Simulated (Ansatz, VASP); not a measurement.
**Mg: VASP beside Ansatz**

```xyz
2
Lattice="3.2305 0.0000 0.0000 -1.6153 2.7977 0.0000 0.0000 0.0000 5.2448" Properties=species:S:1:pos:R:3 pbc="T T T"
Mg    0.0000    1.8651    1.3112
Mg    1.6153    0.9326    3.9336
```

Change from the starting cell: volume scaled by 1.02, crystal datasets.

Alike in both runs: task electric field gradients; functional PBEsol; k mesh 12 × 12 × 7; occupations fermi-dirac, width 0.08 eV; no spin polarisation.

|  | VASP | Ansatz |
| --- | --- | --- |
| version | VASP 6.6.1 | Ansatz 0.2.0 |
| potentials or method | VASP PAW PBE potentials, release 64 (Mg), cutoff 520 eV | all-electron PAW with datasets made for the crystal, scalar-relativistic |

```csv
,VASP,Ansatz,Ansatz less VASP
pressure (GPa),-1.8,-1.8,+0.04
"traceless stress, the component that is largest in VASP (GPa)",-0.50,-0.50,+0.002
size of Vzz on the site where it differs most (V/Å²),1.0,1.1,+0.13
```

VASP's potentials were made for PBE, not for PBEsol. Ansatz ran all-electron here, and VASP with PAW potentials.
